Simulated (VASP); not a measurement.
Set up this calculation in VASP 6.6.1, as the native input.

* Task: single point
* Functional: r2SCAN
* Potentials or basis: VASP PAW PBE potentials, release 64 (Ta_pv, C)
* Cutoff: 520 eV
* k mesh: 17 × 17 × 5
* Occupations: gaussian, width 0.15 eV
* Spin: no spin polarisation
* Dipole correction: no
* Further INCAR settings: ALGO = Normal; EDIFF = 1e-06; NBANDS = 35

Ta2C:

```
CELL_PARAMETERS angstrom
-3.11016 0.00000 0.00000
-1.55508 -2.69348 0.00000
0.00000 0.00000 9.88460
ATOMIC_POSITIONS crystal
Ta 0.33333 0.33333 0.12678
Ta 0.33333 0.33333 0.62678
Ta 0.66667 0.66667 0.37322
Ta 0.66667 0.66667 0.87322
C 0.00000 0.00000 0.00000
C 0.00000 0.00000 0.50000
```

The input as run:

POSCAR

```
Ta2C
1.0
   -3.1101644567      0.0000000000      0.0000000000
   -1.5550822284     -2.6934814295      0.0000000000
    0.0000000000      0.0000000000      9.8845978913
Ta C
4 2
Direct
    0.3333333333      0.3333333333      0.1267817896
    0.3333333333      0.3333333333      0.6267817896
    0.6666666667      0.6666666667      0.3732182104
    0.6666666667      0.6666666667      0.8732182104
    0.0000000000      1.0000000000      0.0000000000
    0.0000000000      1.0000000000      0.5000000000
```

INCAR.step1

```
  PREC = Accurate
  ENCUT = 520
  ISMEAR = 0
  SIGMA = 0.15
  LREAL = F
  LASPH = T
  NELM = 60
  NBANDS = 35
  GGA = PE
  ALGO = Normal
  EDIFF = 1E-4
  LWAVE = T
  LCHARG = F
```

INCAR.step2

```
  PREC = Accurate
  ENCUT = 520
  EDIFF = 1E-6
  ISMEAR = 0
  SIGMA = 0.15
  LREAL = F
  LASPH = T
  NELM = 60
  ALGO = Normal
  ISIF = 2
  LWAVE = F
  LCHARG = F
  METAGGA = R2SCAN
  LMIXTAU = T
  NBANDS = 35
  ISTART = 1
```

KPOINTS

```
regular mesh
0
Gamma
  17 17 5
```

Potentials or basis: VASP PAW PBE potentials, release 64 (Ta_pv, C).

The run is started by

```bash
$ cat potpaw_PBE.64/Ta_pv/POTCAR potpaw_PBE.64/C/POTCAR > POTCAR
$ cp INCAR.step1 INCAR
$ mpirun -np 1 vasp_std > vasp.out
$ cp INCAR.step2 INCAR
$ mpirun -np 1 vasp_std > vasp.out
```

Results of the run:

| Property | Result |
| --- | --- |
| Pressure | 0.9 GPa |
| Largest force | 0.057 eV/Å |
| Band gap on the k mesh | zero (bands 26 and 27 overlap by 0.37 eV) |

Caveat: the PAW data sets were made with another functional, which shifts forces and pressure a little; spin-orbit coupling is left out, which moves the levels of the heavy elements.

Run time: 9.6 min on 1 thread of Intel(R) Xeon(R) 6975P-C (Granite Rapids) (shared host), peak memory 0.45 GiB.
